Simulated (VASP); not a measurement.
# HfO2 (Fm-3m) in VASP: a series of runs

The runs below take HfO2 through single point, with PBE+D3(BJ).

Everything below comes from runs of VASP 6.6.1. Logs are shortened: lines on timing, memory, paths and dates and some standing lists are left out, and cuts for length are marked.

### Step 1. The cell of the first run

The structure is cubic, space group Fm-3m (No. 225). Conventional cell: a = 4.962 Å, b = 4.962 Å, c = 4.962 Å, α = 90.00°, β = 90.00°, γ = 90.00°. Hf (site symmetry m-3m) has 8 O at 2.15 Å within 2.8 Å. O (site symmetry -43m) has 4 Hf at 2.15 Å and 6 O at 2.48 Å within 2.8 Å.

### Step 2. Single point, PBE+D3(BJ)

File INCAR:

```
PREC = Accurate
ENCUT = 600
EDIFF = 1E-6
ISMEAR = 0
SIGMA = 0.02
LREAL = False
LASPH = True
NELM = 120
ALGO = Normal
ISIF = 2
LWAVE = False
LCHARG = True
GGA = PE
IVDW = 12
LELF = True
LVHAR = True
NBANDS = 18
GGA_COMPAT = False
```

File KPOINTS:

```
Automatic mesh
0
Gamma
  6 6 6
```

File POSCAR:

```
HfO2
1.0
    0.0000000000      2.4809512161      2.4809512161
    2.4809512161      0.0000000000      2.4809512161
    2.4809512161      2.4809512161      0.0000000000
Hf O
1 2
Direct
    0.0000000000      0.0000000000      0.0000000000
    0.2500000000      0.2500000000      0.2500000000
    0.7500000000      0.7500000000      0.7500000000
```

Potentials or basis: VASP PAW PBE potentials, release 64 (Hf_pv, O).

Run with:

```
> cat potpaw_PBE.64/Hf_pv/POTCAR potpaw_PBE.64/O/POTCAR > POTCAR
> mpirun -np 1 vasp_std > vasp.out
```

OUTCAR:

```text
PREC = Accurate
   ENCUT = 600
   EDIFF = 1E-6
   ISMEAR = 0
   LREAL = False
   LASPH = True
   NELM = 120
   ISIF = 2
   GGA = PE
   IVDW = 12
 IVDW          = 12

 ion  position               nearest neighbor table
   1  0.000  0.000  0.000-   2 2.15   3 2.15   3 2.15   3 2.15   3 2.15   2 2.15   2 2.15   2 2.15

   2  0.250  0.250  0.250-   1 2.15   1 2.15   1 2.15   1 2.15
   3  0.750  0.750  0.750-   1 2.15   1 2.15   1 2.15   1 2.15

  LATTYP: Found a face centered cubic cell.
 ALAT       =     4.9619024322

  Lattice vectors:

 A1 = (   0.0000000000,   2.4809512161,   2.4809512161)
 A2 = (   2.4809512161,   0.0000000000,   2.4809512161)
 A3 = (   2.4809512161,   2.4809512161,   0.0000000000)

Analysis of symmetry for initial positions (statically):
=====================================================================
 Subroutine PRICEL returns:
 Original cell was already a primitive cell.

 Routine SETGRP: Setting up the symmetry group for a
 face centered cubic supercell.

 Subroutine GETGRP returns: Found 48 space group operations
 (whereof 48 operations were pure point group operations)
 out of a pool of 48 trial point group operations.

The static configuration has the point symmetry O_h .

Analysis of symmetry for dynamics (positions and initial velocities):
=====================================================================
 Subroutine PRICEL returns:
 Original cell was already a primitive cell.

 Routine SETGRP: Setting up the symmetry group for a
 face centered cubic supercell.

 Subroutine GETGRP returns: Found 48 space group operations
 (whereof 48 operations were pure point group operations)
 out of a pool of 48 trial point group operations.

The dynamic configuration has the point symmetry O_h .

 Subroutine INISYM returns: Found 48 space group operations
 (whereof 48 operations are pure point group operations),
 and found     1 'primitive' translations

----------------------------------------------------------------------------------------

                                     Primitive cell

  volume of cell :      30.5411

  direct lattice vectors                    reciprocal lattice vectors
     0.000000000  2.480951216  2.480951216    -0.201535603  0.201535603  0.201535603
     2.480951216  0.000000000  2.480951216     0.201535603 -0.201535603  0.201535603
     2.480951216  2.480951216  0.000000000     0.201535603  0.201535603 -0.201535603

  length of vectors
     3.508594857  3.508594857  3.508594857     0.349069904  0.349069904  0.349069904

[... 73 lines left out ...]
   EDIFF  = 0.1E-05   stopping-criterion for ELM
   LREAL  =      F    real-space projection
   EDIFFG = 0.1E-04   stopping-criterion for IOM
   NSW    =      0    number of steps for IOM
   IBRION =     -1    ionic relax: 0-MD 1-quasi-New 2-CG
   NFREE  =      0    steps in history (QN), initial steepest desc. (CG)
   ISIF   =      2    stress and relaxation
   ISYM   =      2    0-nonsym 1-usesym 2-fastsym
   POTIM  = 0.5000    time-step for ionic-motion
   TEBEG  =    0.0;   TEEND  =   0.0 temperature during run
   PSTRESS=    0.0 pullay stress
   NELECT =      22.0000    total number of electrons
   NUPDOWN=      -1.0000    fix difference up-down
   EMIN   =  10.00;   EMAX   =-10.00  energy-range for DOS
   EFERMI =   0.00;   METHOD = LEGACY
   ISMEAR =     0;   SIGMA  =   0.02  broadening in eV -4-tet -1-fermi 0-gaus
   EFERMI_NEDOS =   21; number of points for ismear=-14 and -15
   IALGO  =     38    algorithm
   IMIX   =      4    mixing-type and parameters
     AMIX     =   0.40;   BMIX     =  1.00
     AMIX_MAG =   1.60;   BMIX_MAG =  1.00
  volume/ion in A,a.u.               =      10.18        68.70
  Fermi-wavevector in a.u.,A,eV,Ry     =   1.467532  2.773233 29.302179  2.153649
  Thomas-Fermi vector in A             =   2.583138
   LORBIT       =      0    0 simple, 1 ext, 2 COOP (PROOUT), +10 PAW based schemes
   GGA     = PE    functional components
   LHFCALC =     F    Hartree Fock is set to
   AEXX    =    0.0000 exact exchange contribution
   IVDW    =    12    specifies the selected vdW correction
   LEPSILON=     F    determine dielectric tensor
   LRPA    =     F    only Hartree local field effects (RPA)
 non-spin polarized calculation
 Gauss-broadening in eV      SIGMA  =   0.02
  energy-cutoff  :      600.00
  volume of cell :       30.54
 maximum number of plane-waves:      1034
   NGX = 13   NGY = 13   NGZ = 13

 number of electron      22.0000007 magnetization

 Free energy of the ion-electron system (eV)
  ---------------------------------------------------
  ext. energy  EPLUGINS =         0.00000000
  ---------------------------------------------------
  free energy    TOTEN  =       -30.13287351 eV

  energy without entropy =      -30.13287351  energy(sigma->0) =      -30.13287351

 E-fermi :   4.9903     XC(G=0): -12.1885

 val. band max:        4.8451854467   @ k =   0.5000   0.5000   0.0000
 cond. band min:       8.8226878702   @ k =   0.5000   0.5000   0.0000
 fundamental gap:      3.9775024235
 Fermi energy:         4.9903215506

 k-point     1 :       0.0000    0.0000    0.0000
  band No.  band energies     occupation
      1     -24.5460      2.00000
      2     -24.5460      2.00000
      3     -24.5460      2.00000
      4     -14.2999      2.00000
      5     -10.9345      2.00000
      6      -0.9073      2.00000
[... 313 lines left out ...]
      5     -11.9087      2.00000
      6      -1.3896      2.00000
[... 10 lines left out ...]
     17      18.4594      0.00000
     18      18.7026      0.00000

------------------------ aborting loop because EDIFF is reached ----------------------------------------

 Edisp (eV)   -0.76923

 E8    (eV) :    -0.3364

  FORCE on cell =-STRESS in cart. coord.  units (eV):
  Direction    XX          YY          ZZ          XY          YZ          ZX
  --------------------------------------------------------------------------------------
  -------------------------------------------------------------------------------------
  Total       2.79994     2.79994     2.79994    -0.00000     0.00000     0.00000
  in kB     146.88426   146.88426   146.88426    -0.00000     0.00000     0.00000
  external pressure =      146.88 kB  Pullay stress =        0.00 kB

 VOLUME and BASIS-vectors are now :
 -----------------------------------------------------------------------------
  energy-cutoff  :      600.00
  volume of cell :       30.54
      direct lattice vectors                 reciprocal lattice vectors
     0.000000000  2.480951216  2.480951216    -0.201535603  0.201535603  0.201535603
     2.480951216  0.000000000  2.480951216     0.201535603 -0.201535603  0.201535603
     2.480951216  2.480951216  0.000000000     0.201535603  0.201535603 -0.201535603

 POSITION                                       TOTAL-FORCE (eV/Angst)
 -----------------------------------------------------------------------------------
      0.00000      0.00000      0.00000        -0.000000     -0.000000     -0.000000
      1.24048      1.24048      1.24048         0.000000      0.000000      0.000000
      3.72143      3.72143      3.72143        -0.000000     -0.000000     -0.000000
 -----------------------------------------------------------------------------------
    total drift:                                0.000000      0.000000      0.000000

  FREE ENERGIE OF THE ION-ELECTRON SYSTEM (eV)
  ---------------------------------------------------
  free  energy   TOTEN  =       -30.9021069890 eV

  energy  without entropy=      -30.9021069890  energy(sigma->0) =      -30.90210699
```

OSZICAR:

```text
N       E                     dE             d eps       ncg     rms          rms(c)
DAV:   1     0.100294737161E+03    0.10029E+03   -0.13864E+04   576   0.136E+03
DAV:   2    -0.318947309776E+02   -0.13219E+03   -0.12962E+03   720   0.305E+02
DAV:   3    -0.357862248775E+02   -0.38915E+01   -0.38807E+01   682   0.470E+01
DAV:   4    -0.358061149197E+02   -0.19890E-01   -0.19885E-01   692   0.366E+00
DAV:   5    -0.358062356222E+02   -0.12070E-03   -0.12070E-03   670   0.268E-01    0.551E+01
DAV:   6    -0.302290564557E+02    0.55772E+01   -0.19129E+01   590   0.329E+01    0.460E+01
DAV:   7    -0.301588410073E+02    0.70215E-01   -0.61659E-01   668   0.663E+00    0.304E+01
DAV:   8    -0.301471357049E+02    0.11705E-01   -0.18918E-01   636   0.415E+00    0.853E+00
DAV:   9    -0.301327992354E+02    0.14336E-01   -0.50662E-02   642   0.183E+00    0.252E+00
DAV:  10    -0.301328180408E+02   -0.18805E-04   -0.29666E-03   638   0.425E-01    0.186E-01
DAV:  11    -0.301328660847E+02   -0.48044E-04   -0.14719E-04   666   0.109E-01    0.209E-01
DAV:  12    -0.301328726865E+02   -0.66017E-05   -0.31856E-05   632   0.389E-02    0.279E-02
DAV:  13    -0.301328735056E+02   -0.81912E-06   -0.14362E-06   624   0.968E-03
   1 F= -.30902107E+02 E0= -.30902107E+02  d E =-.211176E-26
```

Run time: 6.4 s. Hardware: 1 thread of Intel Xeon 6975P-C (Granite Rapids), shared host; peak memory 0.17 GiB.

What came out:

* Free energy: -30.9021 eV
* Pressure: 14.7 GPa
* Band gap on the k mesh: 3.98 eV
* Dispersion energy per atom: -0.256 eV

Caveat: three body term missing; the cell stands under pressure; spin-orbit coupling is left out, which moves the levels of the heavy elements. A k mesh can miss the band edges.

### Step 3. Single point, PBE+D3(BJ)

This run uses another cell than the first one, of 10.90 Å³/atom.

File INCAR:

```
ALGO = Normal
EDIFF = 1E-6
ENCUT = 600
GGA = PE
GGA_COMPAT = False
ISIF = 2
ISMEAR = 0
IVDW = 12
LASPH = True
LCHARG = False
LREAL = False
LWAVE = False
NBANDS = 18
NELM = 120
PREC = Accurate
SIGMA = 0.02
```

File KPOINTS:

```
k-points
0
Gamma
  6 6 6
```

File POSCAR:

```
HfO2
1.0
    0.0000000000      2.5380187148      2.5380187148
    2.5380187148      0.0000000000      2.5380187148
    2.5380187148      2.5380187148      0.0000000000
Hf O
1 2
Direct
    0.0000000000      0.0000000000      0.0000000000
    0.2500000000      0.2500000000      0.2500000000
    0.7500000000      0.7500000000      0.7500000000
```

Potentials or basis: VASP PAW PBE potentials, release 64 (Hf_pv, O).

Run with:

```
> cat potpaw_PBE.64/Hf_pv/POTCAR potpaw_PBE.64/O/POTCAR > POTCAR
> mpirun -np 1 vasp_std > vasp.out
```

Wall time 7 s (1 thread of Intel Xeon 6975P-C (Granite Rapids), shared host); peak memory 0.18 GiB.

It converged, with:

```
Free energy                : -30.9696 eV
Pressure                   : -4.5 GPa
Band gap on the k mesh     : 3.79 eV
Dispersion energy per atom : -0.239 eV
```

Levels at points of the mesh, in eV from the valence-band top:
```tsv
k point	band 9	band 10	band 11	band 12	band 13	band 14
(0.00, 0.00, 0.00)	-0.60	-0.60	-0.60	3.87	3.87	5.81
(0.50, 0.00, 0.00)	-2.72	-1.83	-1.83	4.60	4.60	6.95
(0.50, 0.50, 0.00)	-1.52	-1.52	0.00	3.79	5.49	6.60
```

Caveat: three body term missing; the cell stands under tension; spin-orbit coupling is left out, which moves the levels of the heavy elements. A k mesh can miss the band edges.
